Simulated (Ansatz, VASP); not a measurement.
ZrO2: VASP beside Ansatz

```xyz
3
Lattice="0.0000 2.5579 2.5579 2.5579 0.0000 2.5579 2.5579 2.5579 0.0000" Properties=species:S:1:pos:R:3 pbc="T T T"
Zr    0.0000    0.0000    0.0000
O     1.2790    1.2790    1.2790
O     3.8369    3.8369    3.8369
```

Alike in both runs: task single point; functional PBE; k mesh 8 × 8 × 8; occupations gaussian, width 0.02 eV; no spin polarisation.

|  | VASP | Ansatz |
| --- | --- | --- |
| version | VASP 6.6.1 | Ansatz 0.2.0 |
| potentials or method | VASP PAW PBE potentials, release 64 (Zr_sv, O), cutoff 600 eV | scalar-relativistic, plane waves, PAW |
| valence electrons in the cell | 24 | 24 |

```csv
,VASP,Ansatz,Ansatz less VASP
gap on the k mesh at the Fermi level (eV),3.31,3.32,+0.009
least direct gap on the mesh (eV),3.74,3.75,+0.006
pressure (GPa),0.1,0.0,-0.06
```

The functional is the same, so the differences come from potentials, cutoffs and numerics.
